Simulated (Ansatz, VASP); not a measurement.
One calculation of Cl, two programs

```xyz
8
Lattice="5.3259 0.0000 0.0000 0.0000 5.3259 0.0000 0.0000 0.0000 5.3259" Properties=species:S:1:pos:R:3 pbc="T T T"
Cl    2.6630    2.6630    2.6630
Cl    0.0000    0.0000    0.0000
Cl    1.3315    0.0000    2.6630
Cl    2.6630    1.3315    0.0000
Cl    2.6630    3.9945    0.0000
Cl    3.9945    0.0000    2.6630
Cl    0.0000    2.6630    3.9945
Cl    0.0000    2.6630    1.3315
```

Alike in both runs: functional PBEsol; k mesh 4 × 4 × 4; occupations gaussian, width 0.1 eV; no spin polarisation.

Ansatz relaxed the structure, and its values are those at the end. VASP's run is a single point on that final structure, the one shown.

|  | VASP | Ansatz |
| --- | --- | --- |
| version | VASP 6.6.1 | Ansatz 0.2.0 |
| potentials or method | VASP PAW PBE potentials, release 64 (Cl), cutoff 500 eV | scalar-relativistic, plane waves, PAW |
| valence electrons in the cell | 56 | 56 |

```csv
,VASP,Ansatz,Ansatz less VASP
gap on the k mesh at the Fermi level (eV),none,none,-
pressure (GPa),0.0,0.0,+0.08
```

VASP's potentials were made for PBE, not for PBEsol. A gap of «none» marks a metal or a gap that the smearing closes. The functional is the same, so the differences come from potentials, cutoffs and numerics.
